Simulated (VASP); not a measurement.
# H2CO2: single point with PBE

System: H2CO2.

```
O C H
1.0
     7.68347    0.00000    0.00000
     0.00000    7.68347    0.00000
     0.00000    0.00000    7.68347
O C H
16 8 16
Direct
  0.45770 0.38583 0.62277
  0.40773 0.68551 0.57892
  0.38346 0.79455 0.22299
  0.66751 0.78237 0.16537
  0.80444 0.10396 0.71746
  0.65411 0.03454 0.47063
  0.33429 0.19935 0.25434
  0.45711 0.43397 0.20912
  0.95229 0.84311 0.84660
  0.23529 0.76665 0.88366
  0.01874 0.87873 0.29511
  0.89498 0.66741 0.47555
  0.01143 0.20483 0.19416
  0.00361 0.25271 0.49389
  0.70382 0.34464 0.97719
  0.87444 0.53183 0.83382
  0.45899 0.56502 0.66495
  0.51802 0.84315 0.13563
  0.67140 0.04313 0.63030
  0.32086 0.35449 0.19722
  0.12130 0.86958 0.85729
  0.01502 0.76135 0.45066
  0.97604 0.29230 0.33654
  0.75262 0.51530 0.93835
  0.41821 0.36996 0.50389
  0.50698 0.56808 0.80208
  0.41995 0.68522 0.26600
  0.48935 0.90529 0.00312
  0.88479 0.13107 0.61682
  0.58169 0.97547 0.71818
  0.45171 0.15893 0.27872
  0.21860 0.43063 0.13878
  0.91689 0.71705 0.84540
  0.14785 0.01004 0.84200
  0.93418 0.87021 0.20590
  0.15578 0.76304 0.49682
  0.06327 0.08436 0.23996
  0.90784 0.41328 0.29695
  0.76114 0.25440 0.89427
  0.67588 0.61454 0.03003
```

```yaml
Program: VASP 6.6.1
Task: single point
Functional: PBE
Potentials_or_basis: VASP PAW PBE potentials, release 64 (O_h, C_h, H_h)
Cutoff: 910 eV
k_mesh: 1 × 1 × 1
Occupations: fermi-dirac, width 0.05 eV
Spin: no spin polarisation
Dipole_correction: no
Further_INCAR_settings: LREAL = Auto; ALGO = Normal; EDIFF = 1e-06; NBANDS = 98
```

* Pressure: 1.5 GPa
* Largest force: 5.258 eV/Å
* Band gap on the k mesh: 3.90 eV

Forces on the atoms (eV/Å):
```
O    0.162  1.922  0.595
O    0.352 -0.499 -0.247
O   -1.535  1.554 -0.523
O   -1.647  1.402 -0.202
O    0.374  0.634 -0.994
O    0.310  0.687  1.109
O   -3.272 -4.105  0.287
O    1.449  2.925  0.030
O    0.185  0.787  0.191
O    0.978 -1.349  0.280
O    2.133 -0.121  2.494
O    0.195  0.106  0.667
O    0.505 -2.167  1.291
O    0.022  0.336 -2.823
O    0.264  0.613 -0.909
O   -1.112  0.754  0.838
C   -0.264 -2.024  0.344
C    2.855 -0.756 -2.122
C   -1.524 -1.602 -1.105
C    3.508  2.013 -0.150
C   -0.891  1.348  0.023
C    0.506  0.664 -3.204
C   -0.895  0.361  1.760
C    0.123 -3.302  0.626
H   -0.073  0.150 -0.373
H   -0.205  0.336 -0.532
H    0.387 -2.024  1.622
H    0.007  0.406  1.455
H    0.700  0.959  0.540
H   -0.635  0.166  0.175
H    0.627  0.542  0.211
H   -1.451 -1.002 -0.138
H    0.370 -0.823 -0.170
H    0.076  0.290 -0.065
H   -1.970 -0.876 -0.469
H   -1.174  0.205  0.295
H   -0.679  1.099 -0.621
H    0.171  0.072  0.486
H   -0.387  1.532  0.832
H    1.454 -1.218 -1.502
```

Stress tensor (GPa, compression positive):
```
 3.91  2.67 -0.63
 2.67  2.48 -0.06
-0.63 -0.06 -1.89
```

Levels at points of the mesh, in eV from the valence-band top:
```
           k point  band 68  band 69  band 70  band 71  band 72  band 73  band 74  band 75  band 76  band 77
(0.00, 0.00, 0.00)    -0.44    -0.37    -0.33    -0.28     0.00     3.90     3.97     4.20     4.43     4.70
```

Run time: 94 s on 1 thread of Intel(R) Xeon(R) 6975P-C (Granite Rapids), on a shared host, peak memory 0.96 GiB.

Caveat: the k points lie up to 0.82 Å⁻¹ apart; the cutoff is under 1.25 times the usual one of these potentials, so pressure, stress and relaxed cells hold a basis-set (Pulay) error; the atoms stand as in a frame of molecular dynamics.
